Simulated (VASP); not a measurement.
# TlCClO2 (C2/m) in VASP: further runs

The runs below take TlCClO2 through single point, with PBEsol.

Everything below comes from runs of VASP 6.6.1. Logs are shortened: lines on timing, memory, paths and dates and some standing lists are left out, and cuts for length are marked.

### 1 The cell of the first run

It takes space group C2/m (No. 12, monoclinic). Conventional cell: a = 5.977 Å, b = 5.907 Å, c = 9.479 Å, α = 90.00°, β = 95.23°, γ = 90.00°. C (site symmetry 2) has 2 O at 1.27 Å and 1 C at 1.57 Å within 1.7 Å. Within 4.0 Å of Cl (site symmetry m) lie 5 Tl at 3.06 to 3.23 Å and 4 O at 3.24 to 3.37 Å and 4 Cl at 3.68 to 3.79 Å and 2 C at 3.82 Å. Within 1.7 Å of O (site symmetry 1) lie 1 C at 1.27 Å. Tl (site symmetry m) has 4 O at 2.52 to 2.73 Å and 5 Cl at 3.06 to 3.23 Å and 2 C at 3.31 Å within 3.4 Å.

### 2 Single point, PBEsol

Input file INCAR:

```
SYSTEM = TlCClO2
PREC = Accurate
ENCUT = 1340
EDIFF = 1E-6
ISMEAR = -1
SIGMA = 0.0184
LREAL = .FALSE.
LASPH = .TRUE.
NELM = 120
ALGO = Normal
ISIF = 2
LWAVE = .FALSE.
LCHARG = .TRUE.
GGA = PS
LELF = .TRUE.
LVHAR = .TRUE.
NBANDS = 47
GGA_COMPAT = .FALSE.
```

Input file KPOINTS:

```
Automatic mesh
0
G
  4 4 2
  0 0 0
```

Input file POSCAR:

```
TlCClO2
1.0
    2.9887290000      2.9536660000      0.0000000000
    2.9887290000     -2.9536660000      0.0000000000
    0.8643680000      0.0000000000     -9.4393650000
C Cl O Tl
2 2 4 2
Direct
    0.6330000000      0.3670000000      0.5000000000
    0.3670000000      0.6330000000      0.5000000000
    0.2730000000      0.2730000000      0.8811000000
    0.7270000000      0.7270000000      0.1189000000
    0.7880000000      0.3280000000      0.6109000000
    0.6720000000      0.2120000000      0.3891000000
    0.2120000000      0.6720000000      0.3891000000
    0.3280000000      0.7880000000      0.6109000000
    0.7732000000      0.7732000000      0.7770000000
    0.2268000000      0.2268000000      0.2230000000
```

Potentials or basis: VASP PAW PBE potentials, release 64 (C_h, Cl, O_h, Tl_d).

Started as:

```console
> cat potpaw_PBE.64/C_h/POTCAR potpaw_PBE.64/Cl/POTCAR potpaw_PBE.64/O_h/POTCAR potpaw_PBE.64/Tl_d/POTCAR > POTCAR
> mpirun -np 1 vasp_std > vasp.out
```

OUTCAR:

```text
SYSTEM = TlCClO2
   PREC = Accurate
   ENCUT = 1340
   EDIFF = 1E-6
   ISMEAR = -1
   LREAL = .FALSE.
   LASPH = .TRUE.
   NELM = 120
   ISIF = 2
   GGA = PS

 ion  position               nearest neighbor table
   1  0.633  0.367  0.500-   5 1.27   6 1.27
   2  0.367  0.633  0.500-   7 1.27   8 1.27
   3  0.273  0.273  0.881-   9 3.06   9 3.11   9 3.11  10 3.23   9 3.23
   4  0.727  0.727  0.119-  10 3.06  10 3.11  10 3.11   9 3.23  10 3.23
   5  0.788  0.328  0.611-   1 1.27   9 2.52   9 2.73
   6  0.672  0.212  0.389-   1 1.27  10 2.52  10 2.73
   7  0.212  0.672  0.389-   2 1.27  10 2.52  10 2.73
   8  0.328  0.788  0.611-   2 1.27   9 2.52   9 2.73
   9  0.773  0.773  0.777-   5 2.52   8 2.52   8 2.73   5 2.73   3 3.06   3 3.11   3 3.11   4 3.23
                             3 3.23
  10  0.227  0.227  0.223-   6 2.52   7 2.52   7 2.73   6 2.73   4 3.06   4 3.11   4 3.11   3 3.23
                             4 3.23

  LATTYP: Found a base centered monoclinic cell.
 ALAT       =     5.9774580000
 B/A-ratio  =     0.9882682572
 C/A-ratio  =     1.5857673476
 COS(beta)  =    -0.0911890468

  Lattice vectors:

 A1 = (  -2.9887290000,  -2.9536660000,   0.0000000000)
 A2 = (  -2.9887290000,   2.9536660000,   0.0000000000)
 A3 = (   0.8643680000,   0.0000000000,  -9.4393650000)

Analysis of symmetry for initial positions (statically):
=====================================================================
 Subroutine PRICEL returns:
 Original cell was already a primitive cell.

 Routine SETGRP: Setting up the symmetry group for a
 base centered monoclinic supercell.

 Subroutine GETGRP returns: Found  4 space group operations
 (whereof  4 operations were pure point group operations)
 out of a pool of  4 trial point group operations.

The static configuration has the point symmetry C_2h.

Analysis of symmetry for dynamics (positions and initial velocities):
=====================================================================
 Subroutine PRICEL returns:
 Original cell was already a primitive cell.

 Routine SETGRP: Setting up the symmetry group for a
 base centered monoclinic supercell.

 Subroutine GETGRP returns: Found  4 space group operations
 (whereof  4 operations were pure point group operations)
 out of a pool of  4 trial point group operations.

The dynamic configuration has the point symmetry C_2h.

 Subroutine INISYM returns: Found  4 space group operations
 (whereof  4 operations are pure point group operations),
 and found     1 'primitive' translations

----------------------------------------------------------------------------------------

                                     Primitive cell

  volume of cell :     166.6559

  direct lattice vectors                    reciprocal lattice vectors
     2.988729000  2.953666000  0.000000000     0.167295195  0.169281158  0.015319316
     2.988729000 -2.953666000  0.000000000     0.167295195 -0.169281158  0.015319316
     0.864368000  0.000000000 -9.439365000     0.000000000  0.000000000 -0.105939330

  length of vectors
     4.201980947  4.201980947  9.478857718     0.238492084  0.238492084  0.105939330

  position of ions in fractional coordinates (direct lattice)
     0.633000000  0.367000000  0.500000000
     0.367000000  0.633000000  0.500000000
     0.273000000  0.273000000  0.881100000
     0.727000000  0.727000000  0.118900000
     0.788000000  0.328000000  0.610900000
     0.672000000  0.212000000  0.389100000
     0.212000000  0.672000000  0.389100000
     0.328000000  0.788000000  0.610900000
     0.773200000  0.773200000  0.777000000
     0.226800000  0.226800000  0.223000000

  ion indices of the primitive-cell ions
   primitive index   ion index
                 1           1
                 2           2
                 3           3
                 4           4
                 5           5
                 6           6
                 7           7
                 8           8
                 9           9
                10          10

----------------------------------------------------------------------------------------

 KPOINTS: Automatic mesh

Automatic generation of k-mesh.
 Grid dimensions read from file:
 generate k-points for:    4    4    2

 Generating k-lattice:

  Cartesian coordinates                     Fractional coordinates (reciprocal lattice)
     0.041823799  0.042320289  0.003829829     0.250000000  0.000000000  0.000000000
     0.041823799 -0.042320289  0.003829829     0.000000000  0.250000000  0.000000000
     0.000000000  0.000000000 -0.052969665     0.000000000  0.000000000  0.500000000

  Length of vectors
     0.059623021  0.059623021  0.052969665

  Shift w.r.t. Gamma in fractional coordinates (k-lattice)
     0.000000000  0.000000000  0.000000000

 Subroutine IBZKPT returns following result:
 ===========================================

 Found     14 irreducible k-points:

 Following reciprocal coordinates:
            Coordinates               Weight
  0.000000  0.000000  0.000000      1.000000
  0.250000 -0.000000  0.000000      4.000000
  0.500000 -0.000000  0.000000      2.000000
  0.250000  0.250000  0.000000      2.000000
  0.500000  0.250000 -0.000000      4.000000
 -0.250000  0.250000  0.000000      2.000000
  0.500000  0.500000  0.000000      1.000000
  0.000000  0.000000  0.500000      1.000000
  0.250000 -0.000000  0.500000      4.000000
  0.500000 -0.000000  0.500000      2.000000
  0.250000  0.250000  0.500000      2.000000
  0.500000  0.250000  0.500000      4.000000
 -0.250000  0.250000  0.500000      2.000000
  0.500000  0.500000  0.500000      1.000000
   k-points           NKPTS =     14   k-points in BZ     NKDIM =     14   number of bands    NBANDS=     47
   number of dos      NEDOS =    301   number of ions     NIONS =     10
   total plane-waves  NPLWV = 300000
   dimension x,y,z NGX =    50 NGY =   50 NGZ =  120
   dimension x,y,z NGXF=   100 NGYF=  100 NGZF=  240
   ions per type =               2   2   4   2
   NGX,Y,Z   is equivalent  to a cutoff of  19.78, 19.78, 21.05 a.u.
   NGXF,Y,Z  is equivalent  to a cutoff of  39.56, 39.56, 42.09 a.u.
 SYSTEM =  TlCClO2
   PREC   = accura    normal or accurate (medium, high low for compatibility)
   ISTART =      0    job   : 0-new  1-cont  2-samecut
   ICHARG =      2    charge: 1-file 2-atom 10-const
   ISPIN  =      1    spin polarized calculation?
   LNONCOLLINEAR =      F non collinear calculations
   LSORBIT =      F    spin-orbit coupling
   LASPH  =      T    aspherical Exc in radial PAW
   ENCUT  = 1340.0 eV  98.49 Ry    9.92 a.u.  12.54 12.54 28.29*2*pi/ulx,y,z
   NELM   =    120;   NELMIN=  2; NELMDL= -5     # of ELM steps
   EDIFF  = 0.1E-05   stopping-criterion for ELM
   LREAL  =      F    real-space projection
[... 7 lines left out ...]
   TEBEG  =    0.0;   TEEND  =   0.0 temperature during run
   PSTRESS=    0.0 pullay stress
   NELECT =      72.0000    total number of electrons
   NUPDOWN=      -1.0000    fix difference up-down
   EMIN   =  10.00;   EMAX   =-10.00  energy-range for DOS
   EFERMI =   0.00;   METHOD = LEGACY
   ISMEAR =    -1;   SIGMA  =   0.02  broadening in eV -4-tet -1-fermi 0-gaus
   EFERMI_NEDOS =   21; number of points for ismear=-14 and -15
   IALGO  =     38    algorithm
   IMIX   =      4    mixing-type and parameters
     AMIX     =   0.40;   BMIX     =  1.00
     AMIX_MAG =   1.60;   BMIX_MAG =  1.00
  volume/ion in A,a.u.               =      16.67       112.46
  Fermi-wavevector in a.u.,A,eV,Ry     =   1.237596  2.338717 20.839267  1.531643
  Thomas-Fermi vector in A             =   2.372156
   LORBIT       =      0    0 simple, 1 ext, 2 COOP (PROOUT), +10 PAW based schemes
   GGA     = PS    functional components
   LHFCALC =     F    Hartree Fock is set to
   AEXX    =    0.0000 exact exchange contribution
   IVDW    =     0    specifies the selected vdW correction
   LEPSILON=     F    determine dielectric tensor
   LRPA    =     F    only Hartree local field effects (RPA)
 non-spin polarized calculation
  energy-cutoff  :     1340.00
  volume of cell :      166.66
 maximum number of plane-waves:     18599
   NGX = 25   NGY = 25   NGZ = 57

 number of electron      72.0000001 magnetization

 Free energy of the ion-electron system (eV)
  ---------------------------------------------------
  ext. energy  EPLUGINS =         0.00000000
  ---------------------------------------------------
  free energy    TOTEN  =       -58.06816757 eV

  energy without entropy =      -58.06303004  energy(sigma->0) =      -58.06559880

 E-fermi :   2.4388     XC(G=0):  -9.7347

 val. band max:        2.3687992177   @ k =   0.5000   0.5000   0.0000
 cond. band min:       2.4448251555   @ k =  -0.2500   0.2500   0.5000
 fundamental gap:      0.0760259378
 Fermi energy:         2.4387770679

 k-point     1 :       0.0000    0.0000    0.0000
  band No.  band energies     occupation
      1     -19.6500      2.00000
      2     -18.4853      2.00000
      3     -17.3135      2.00000
      4     -16.6133      2.00000
      5     -11.5245      2.00000
      6     -11.1685      2.00000
[... 39 lines left out ...]
     46      11.0014      0.00000
     47      11.5520      0.00000

 k-point     2 :       0.2500   -0.0000    0.0000
  band No.  band energies     occupation
      1     -19.5663      2.00000
      2     -18.5762      2.00000
      3     -17.2785      2.00000
      4     -16.6447      2.00000
      5     -11.4206      2.00000
      6     -11.1627      2.00000
[... 39 lines left out ...]
     46      11.4408      0.00000
     47      11.8555      0.00000

 k-point     3 :       0.5000   -0.0000    0.0000
  band No.  band energies     occupation
      1     -19.4629      2.00000
      2     -18.6873      2.00000
      3     -17.2389      2.00000
      4     -16.6803      2.00000
      5     -11.2485      2.00000
      6     -11.2224      2.00000
[... 539 lines left out ...]
     46      11.4563      0.00000
     47      12.1684      0.00000

 k-point    14 :       0.5000    0.5000    0.5000
  band No.  band energies     occupation
      1     -19.3230      2.00000
      2     -18.7955      2.00000
      3     -17.2305      2.00000
      4     -16.6856      2.00000
      5     -11.2102      2.00000
      6     -11.2000      2.00000
[... 39 lines left out ...]
     46      11.6253      0.00000
     47      11.7013      0.00000

------------------------ aborting loop because EDIFF is reached ----------------------------------------

  FORCE on cell =-STRESS in cart. coord.  units (eV):
  Direction    XX          YY          ZZ          XY          YZ          ZX
  --------------------------------------------------------------------------------------
  -------------------------------------------------------------------------------------
  Total       -3.0320906     -3.6011206     -5.9712326      0.0000000      0.0000000      2.0444425
  in kB      -29.1495635    -34.6200389    -57.4055494      0.0000000      0.0000000     19.6546261
  external PRESSURE =     -40.3917173 kB  Pullay stress =       0.0000000 kB

 VOLUME and BASIS-vectors are now :
 -----------------------------------------------------------------------------
  energy-cutoff  :     1340.00
  volume of cell :      166.66
      direct lattice vectors                 reciprocal lattice vectors
     2.988729000  2.953666000  0.000000000     0.167295195  0.169281158  0.015319316
     2.988729000 -2.953666000  0.000000000     0.167295195 -0.169281158  0.015319316
     0.864368000  0.000000000 -9.439365000     0.000000000  0.000000000 -0.105939330

 POSITION                                       TOTAL-FORCE (eV/Angst)
 -----------------------------------------------------------------------------------
      3.42091      0.78568     -4.71968         0.000000      0.696737      0.000000
      3.42091     -0.78568     -4.71968         0.000000     -0.696737      0.000000
      2.39344      0.00000     -8.31702        -0.151546      0.000000     -0.043919
      4.44839      0.00000     -1.12234         0.151546      0.000000      0.043919
      3.86346      1.35869     -5.76651        -0.360165     -0.314361      0.897940
      2.97836      1.35869     -3.67286         0.360165     -0.314361     -0.897940
      2.97836     -1.35869     -3.67286         0.360165      0.314361     -0.897940
      3.86346     -1.35869     -5.76651        -0.360165      0.314361      0.897940
      5.29338      0.00000     -7.33439         0.014333      0.000000     -0.147289
      1.54844      0.00000     -2.10498        -0.014333      0.000000      0.147289
 -----------------------------------------------------------------------------------
    total drift:                               -0.000000     -0.000000     -0.000000

  FREE ENERGIE OF THE ION-ELECTRON SYSTEM (eV)
  ---------------------------------------------------
  free  energy   TOTEN  =       -58.0681675685 eV

  energy  without entropy=      -58.0630300374  energy(sigma->0) =      -58.06559880
```

It took 5.7 min on 1 thread of AMD EPYC 9R45 (Zen 5), shared host; peak memory 0.84 GiB.

What came out:

| Quantity | Value |
| --- | --- |
| Free energy | -58.0682 eV |
| Pressure | -4.0 GPa |
| Largest force | 1.017 eV/Å |
| Band gap on the k mesh | zero (bands 36 and 37 overlap by 0.68 eV) |

Forces on the atoms (eV/Å):
```
C    0.000  0.697  0.000
C    0.000 -0.697  0.000
Cl  -0.152  0.000 -0.044
Cl   0.152  0.000  0.044
O   -0.360 -0.314  0.898
O    0.360 -0.314 -0.898
O    0.360  0.314 -0.898
O   -0.360  0.314  0.898
Tl   0.014  0.000 -0.147
Tl  -0.014  0.000  0.147
```

Stress tensor (GPa, compression positive):
```
-2.91  0.00  1.97
 0.00 -3.46  0.00
 1.97  0.00 -5.74
```

Levels at points of the mesh, in eV from the Fermi level:
| k point | band 34 | band 35 | band 36 | band 37 | band 38 | band 39 |
| --- | --- | --- | --- | --- | --- | --- |
| (0.00, 0.00, 0.00) | -1.34 | -1.25 | -1.03 | -0.19 | 2.51 | 5.21 |
| (0.50, 0.00, 0.00) | -1.32 | -0.75 | 0.34 | 0.50 | 2.85 | 4.70 |
| (0.50, 0.50, 0.00) | -1.72 | -0.82 | -0.78 | -0.07 | 3.27 | 5.90 |
| (0.00, 0.00, 0.50) | -1.11 | -1.02 | -0.98 | -0.30 | 2.49 | 4.93 |
| (0.50, 0.00, 0.50) | -1.24 | -0.84 | 0.34 | 0.54 | 2.83 | 4.75 |
| (0.50, 0.50, 0.50) | -1.12 | -0.88 | -0.39 | -0.34 | 3.15 | 5.91 |

Caveat: the k points lie up to 0.37 Å⁻¹ apart, too coarse for converged energies and pressures of a metal; the PAW data sets were made with another functional, which shifts forces and pressure a little; spin-orbit coupling is left out, which moves the levels of the heavy elements.

### 3 Single point, PBEsol

Input file INCAR:

```
SYSTEM = TlCClO2
PREC = Accurate ; ENCUT = 1340
EDIFF = 1E-6 ; ISMEAR = 1
SIGMA = 0.05 ; LREAL = .FALSE.
LASPH = .TRUE. ; NELM = 120
ALGO = Normal ; ISIF = 2
LWAVE = .FALSE. ; LCHARG = .FALSE.
GGA = PS ; NBANDS = 47
GGA_COMPAT = .FALSE.
```

Input file KPOINTS:

```
regular mesh
0
G
  4 4 2
  0 0 0
```

POSCAR is that of step 2.

Potentials or basis: VASP PAW PBE potentials, release 64 (C_h, Cl, O_h, Tl_d).

Started as:

```console
> cat potpaw_PBE.64/C_h/POTCAR potpaw_PBE.64/Cl/POTCAR potpaw_PBE.64/O_h/POTCAR potpaw_PBE.64/Tl_d/POTCAR > POTCAR
> mpirun -np 1 vasp_std > vasp.out
```

OUTCAR:

```text
SYSTEM = TlCClO2
   PREC = Accurate
   ENCUT = 1340
   EDIFF = 1E-6
   ISMEAR = 1
   LREAL = .FALSE.
   LASPH = .TRUE.
   NELM = 120
   ISIF = 2
   GGA = PS

 ion  position               nearest neighbor table
   1  0.633  0.367  0.500-   5 1.27   6 1.27
   2  0.367  0.633  0.500-   7 1.27   8 1.27
   3  0.273  0.273  0.881-   9 3.06   9 3.11   9 3.11  10 3.23   9 3.23
   4  0.727  0.727  0.119-  10 3.06  10 3.11  10 3.11   9 3.23  10 3.23
   5  0.788  0.328  0.611-   1 1.27   9 2.52   9 2.73
   6  0.672  0.212  0.389-   1 1.27  10 2.52  10 2.73
   7  0.212  0.672  0.389-   2 1.27  10 2.52  10 2.73
   8  0.328  0.788  0.611-   2 1.27   9 2.52   9 2.73
   9  0.773  0.773  0.777-   5 2.52   8 2.52   8 2.73   5 2.73   3 3.06   3 3.11   3 3.11   4 3.23
[... 912 lines left out ...]
 VOLUME and BASIS-vectors are now :
 -----------------------------------------------------------------------------
  energy-cutoff  :     1340.00
  volume of cell :      166.66
      direct lattice vectors                 reciprocal lattice vectors
     2.988729000  2.953666000  0.000000000     0.167295195  0.169281158  0.015319316
     2.988729000 -2.953666000  0.000000000     0.167295195 -0.169281158  0.015319316
     0.864368000  0.000000000 -9.439365000     0.000000000  0.000000000 -0.105939330

 POSITION                                       TOTAL-FORCE (eV/Angst)
 -----------------------------------------------------------------------------------
      3.42091      0.78568     -4.71968        -0.000000      0.686145     -0.000000
      3.42091     -0.78568     -4.71968        -0.000000     -0.686145      0.000000
      2.39344      0.00000     -8.31702        -0.152487      0.000000     -0.048649
      4.44839      0.00000     -1.12234         0.152487      0.000000      0.048649
      3.86346      1.35869     -5.76651        -0.359938     -0.310897      0.897977
      2.97836      1.35869     -3.67286         0.359938     -0.310897     -0.897977
      2.97836     -1.35869     -3.67286         0.359938      0.310897     -0.897977
      3.86346     -1.35869     -5.76651        -0.359938      0.310897      0.897977
      5.29338      0.00000     -7.33439         0.013729      0.000000     -0.144332
      1.54844      0.00000     -2.10498        -0.013729      0.000000      0.144332
 -----------------------------------------------------------------------------------
    total drift:                               -0.000000     -0.000000     -0.000000

  FREE ENERGIE OF THE ION-ELECTRON SYSTEM (eV)
  ---------------------------------------------------
  free  energy   TOTEN  =       -58.0657628409 eV

  energy  without entropy=      -58.0648222815  energy(sigma->0) =      -58.06544932
```

stdout:

```text
POSCAR found type information on POSCAR C ClO Tl
 POSCAR found :  4 types and      10 ions
 scaLAPACK will be used
 -----------------------------------------------------------------------------
|                                                                             |
|                                                                             |
|     You enforced a specific xc type in the INCAR file but a different       |
|     I HOPE YOU KNOW WHAT YOU ARE DOING!                                     |
|                                                                             |
 -----------------------------------------------------------------------------

 LDA part: xc-table for (Slater+PW92), standard interpolation
 POSCAR, INCAR and KPOINTS ok, starting setup
 FFT: planning ... GRIDC
 FFT: planning ... GRID_SOFT
 FFT: planning ... GRID
 WAVECAR not read
 entering main loop
```

It took 8.2 min on 1 thread of Intel Xeon Platinum 8259CL at 2.50GHz (Skylake/Cascade Lake), shared host; peak memory 0.87 GiB.

Results:

```yaml
Free_energy: -58.0658 eV
Pressure: -4.0 GPa
Largest_force: 1.016 eV/Å
Band_gap_on_the_k_mesh: zero (bands 36 and 37 overlap by 0.68 eV)
```

Forces on the atoms (eV/Å):
```
C    0.000  0.686  0.000
C    0.000 -0.686  0.000
Cl  -0.152  0.000 -0.049
Cl   0.152  0.000  0.049
O   -0.360 -0.311  0.898
O    0.360 -0.311 -0.898
O    0.360  0.311 -0.898
O   -0.360  0.311  0.898
Tl   0.014  0.000 -0.144
Tl  -0.014  0.000  0.144
```

Caveat: the k points lie up to 0.37 Å⁻¹ apart, too coarse for converged energies and pressures of a metal; the PAW data sets were made with another functional, which shifts forces and pressure a little; spin-orbit coupling is left out, which moves the levels of the heavy elements.

The gap in the log of VASP goes by the Fermi energy; the results here count the filled bands.